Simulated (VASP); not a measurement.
# BaTiO3 (P4mm) in VASP: further runs, part 2 of 2

VASP 6.6.1. Earlier steps stand in the parts before.

## Step 4: Single point, r2SCAN (epitaxial xy strain +4.0%)

File POSCAR:

```
BaTiO3
1.0
    4.1309223057      0.0000000000      0.0000000000
    0.0000000000      4.1309223057      0.0000000000
    0.0000000000      0.0000000000      3.9368454512
Ba Ti O
1 1 3
Direct
    0.5000000000      0.5000000000      0.5779064434
    0.0000000000      0.0000000000      0.0900310560
    0.0000000000      0.5000000000      0.0669809355
    0.5000000000      0.0000000000      0.0669809355
    0.0000000000      0.0000000000      0.5580976195
```

File INCAR.step1:

```
SYSTEM = BaTiO3
PREC = Accurate
ENCUT = 520
ISMEAR = 0
SIGMA = 0.01
LREAL = .False.
LASPH = .True.
NELM = 80
NBANDS = 28
GGA = PE
ALGO = Normal
EDIFF = 1E-4
LWAVE = .True.
LCHARG = .False.
```

File INCAR.step2:

```
SYSTEM = BaTiO3
PREC = Accurate
ENCUT = 520
EDIFF = 1E-6
ISMEAR = 0
SIGMA = 0.01
LREAL = .False.
LASPH = .True.
NELM = 80
ALGO = Normal
ISIF = 2
LWAVE = .False.
LCHARG = .False.
METAGGA = R2SCAN
LMIXTAU = .True.
NBANDS = 28
ISTART = 1
```

File KPOINTS:

```
Automatic mesh
0
Gamma
  6 6 6
  0 0 0
```

Started as:

```console
> cat potpaw_PBE.64/Ba_sv/POTCAR potpaw_PBE.64/Ti_sv/POTCAR potpaw_PBE.64/O/POTCAR > POTCAR
> cp INCAR.step1 INCAR
> mpirun -np 1 vasp_std > vasp.out
> cp INCAR.step2 INCAR
> mpirun -np 1 vasp_std > vasp.out
```

It took 5.1 min on 1 thread of Intel Xeon 8259CL, shared host; peak memory 0.23 GiB.

The run converged. Its results:

```
Free energy            : -74.1232 eV
Pressure               : -5.2 GPa
Largest force          : 0.132 eV/Å
Band gap on the k mesh : 2.05 eV (least direct gap 2.32 eV)
```

Forces in eV/Å, atoms in the order of the input:
```
Ba   0.000  0.000 -0.013
Ti   0.000  0.000 -0.132
O    0.000  0.000  0.006
O    0.000  0.000  0.006
O    0.000  0.000  0.132
```

Stress tensor (GPa, compression positive):
```
-8.81  0.00  0.00
 0.00 -8.81  0.00
 0.00  0.00  2.00
```

Levels at points of the mesh, in eV from the valence-band top:
| k point | band 18 | band 19 | band 20 | band 21 | band 22 | band 23 |
| --- | --- | --- | --- | --- | --- | --- |
| (0.00, 0.00, 0.00) | -0.28 | -0.28 | -0.28 | 2.05 | 2.33 | 2.33 |
| (0.50, 0.00, 0.00) | -1.45 | -0.88 | -0.85 | 2.42 | 3.53 | 3.60 |
| (0.50, 0.50, 0.00) | -1.27 | -1.27 | -0.14 | 3.61 | 3.61 | 3.94 |
| (0.00, 0.00, 0.50) | -1.75 | -0.72 | -0.72 | 2.22 | 3.80 | 4.02 |
| (0.50, 0.00, 0.50) | -0.76 | -0.76 | -0.13 | 3.55 | 4.03 | 4.25 |
| (0.50, 0.50, 0.50) | -0.02 | 0.00 | 0.00 | 4.16 | 4.45 | 4.45 |

Caveat: the cell differs from its parent crystal (epitaxial xy strain +4.0%); the stress differs along the axes, from -9 to 2 GPa; the PAW data sets were made with another functional, which shifts forces and pressure a little; spin-orbit coupling is left out, which moves the levels of the heavy elements. A k mesh can miss the band edges.

## Step 5: Single point, r2SCAN, non-collinear spin, zero start, spin-orbit coupling (epitaxial xy strain +3.0%)

File POSCAR:

```
BaTiO3
1.0
    4.0912018989      0.0000000000      0.0000000000
    0.0000000000      4.0912018989      0.0000000000
    0.0000000000      0.0000000000      3.9728659414
Ba Ti O
1 1 3
Direct
    0.5000000000      0.5000000000      0.5790667284
    0.0000000000      0.0000000000      0.0930533304
    0.0000000000      0.5000000000      0.0662018466
    0.5000000000      0.0000000000      0.0662018466
    0.0000000000      0.0000000000      0.5554732380
```

File INCAR.step1:

```
SYSTEM = BaTiO3
  ALGO = Normal
  EDIFF = 1E-4
  ENCUT = 520
  GGA = PE
  GGA_COMPAT = .FALSE.
  ISMEAR = 0
  LASPH = .TRUE.
  LCHARG = .FALSE.
  LMAXMIX = 4
  LREAL = .FALSE.
  LSORBIT = .TRUE.
  LWAVE = .TRUE.
  MAGMOM = 0 0 0 0 0 0 0 0 0 0 0 0 0 0 0
  NBANDS = 55
  NELM = 150
  PREC = Accurate
  SIGMA = 0.01
```

File INCAR.step2:

```
SYSTEM = BaTiO3
  ALGO = Normal
  EDIFF = 1E-6
  ENCUT = 520
  GGA_COMPAT = .FALSE.
  ISIF = 2
  ISMEAR = 0
  ISTART = 1
  LASPH = .TRUE.
  LCHARG = .TRUE.
  LMAXMIX = 4
  LMIXTAU = .TRUE.
  LORBIT = 11
  LORBMOM = .TRUE.
  LREAL = .FALSE.
  LSORBIT = .TRUE.
  LVHAR = .TRUE.
  LWAVE = .FALSE.
  MAGMOM = 0 0 0 0 0 0 0 0 0 0 0 0 0 0 0
  METAGGA = R2SCAN
  NBANDS = 55
  NELM = 150
  PREC = Accurate
  SIGMA = 0.01
```

File KPOINTS:

```
k-points
0
G
  6 6 6
  0 0 0
```

Started as:

```console
> cat potpaw_PBE.64/Ba_sv/POTCAR potpaw_PBE.64/Ti_sv/POTCAR potpaw_PBE.64/O/POTCAR > POTCAR
> cp INCAR.step1 INCAR
> mpirun -np 1 vasp_ncl > vasp.out
> cp INCAR.step2 INCAR
> mpirun -np 1 vasp_ncl > vasp.out
```

It took 65 min on 1 thread of Oxide Virtual Turin-like, shared host; peak memory 0.51 GiB.

The run converged. Its results:

```
Free energy                                           : -74.3743 eV
Pressure                                              : -3.6 GPa
Largest force                                         : 0.145 eV/Å
Net moment                                            : 0.00 μB per cell
Valence electrons inside the program's atomic spheres : Ba 7.96; Ti 10.10; O 5.04, 5.07 (each value once)
```

Forces on the atoms (eV/Å):
```
Ba   0.000  0.000 -0.012
Ti   0.000  0.000 -0.145
O    0.000  0.000  0.006
O    0.000  0.000  0.006
O    0.000  0.000  0.144
```

Stress tensor (GPa, compression positive):
```
-6.38  0.00  0.00
 0.00 -6.38  0.00
 0.00  0.00  2.01
```

Moments on the atoms (μB; x, y, z):
```
Ba  0.00 0.00 0.00
Ti  0.00 0.00 0.00
O   0.00 0.00 0.00
O   0.00 0.00 0.00
O   0.00 0.00 0.00
```

Caveat: the cell differs from its parent crystal (epitaxial xy strain +3.0%); the stress differs along the axes, from -6 to 2 GPa; the PAW data sets were made with another functional, which shifts forces and pressure a little.

## Step 6: Overview

```tsv
spin	cell	gap on the mesh (eV)	pressure (GPa)	largest force (eV/Å)
off	a = 4.051, b = 4.051, c = 4.013 Å, 5 atoms, epitaxial xy strain +2.0%	2.14	-1.8	0.15
off	a = 4.091, b = 4.091, c = 3.973 Å, 5 atoms, epitaxial xy strain +3.0%	2.10	-3.6	0.15
off	a = 4.131, b = 4.131, c = 3.937 Å, 5 atoms, epitaxial xy strain +4.0%	2.05	-5.2	0.13
non-collinear, zero start, SOC	a = 4.091, b = 4.091, c = 3.973 Å, 5 atoms, epitaxial xy strain +3.0%	-	-3.6	0.14
```

Alike in all rows: task single point; level r2SCAN; potentials or basis VASP PAW PBE potentials, release 64 (Ba_sv, Ti_sv, O); k mesh 6 × 6 × 6; cutoff (eV) 520; smearing gaussian 0.01 eV.

Caveats: the PAW data sets were made with another functional, which shifts forces and pressure a little; spin-orbit coupling is left out, which moves the levels of the heavy elements (at least some runs); the stress differs along the axes, from -6 to 2 GPa (at least some runs); the stress differs along the axes, from -4 to 2 GPa (at least some runs); the stress differs along the axes, from -9 to 2 GPa (at least some runs).

Total energies depend on the potentials used, so only differences within one code and one set of settings carry meaning.
